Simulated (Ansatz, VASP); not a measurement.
Two plane-wave programs on TePb

```
CELL_PARAMETERS angstrom
0.00000 3.30768 3.14633
3.30768 0.00000 3.14633
3.30768 3.30768 0.00000
ATOMIC_POSITIONS crystal
Te 0.50000 0.50000 0.50000
Pb 0.00000 0.00000 0.00000
```

Change from the starting cell: strain +0.025 along x and y, -0.025 along z, atoms carried along.

Alike in both runs: task single point; functional r2SCAN; k mesh 8 × 8 × 8; occupations gaussian, width 0.05 eV; no spin polarisation.

|  | VASP | Ansatz |
| --- | --- | --- |
| version | VASP 6.6.1 | Ansatz 0.2.0 |
| potentials or method | VASP PAW PBE potentials, release 64 (Te, Pb_d), cutoff 520 eV | scalar-relativistic, plane waves, PAW |
| valence electrons in the cell | 20 | 30 |

Ansatz gave:

```
gap on the k mesh at the Fermi level (eV)                     : 0.92
least direct gap on the mesh (eV)                             : 0.92
pressure (GPa)                                                : 0.9
traceless stress, the component that is largest in VASP (GPa) : 4.21
```

Question: Which values does VASP return?

Answer: gap on the k mesh at the Fermi level (eV): 0.92; least direct gap on the mesh (eV): 0.92; pressure (GPa): 0.9; traceless stress, the component that is largest in VASP (GPa): 4.22.

VASP's potentials were made for PBE, not for r2SCAN. With one functional, cell and mesh, what is left measures potentials, basis and numerics. VASP's potentials hold 20 valence electrons a cell and Ansatz's 30, so a difference there can come from the potentials and not from the codes.

Neither program's run includes spin-orbit coupling.
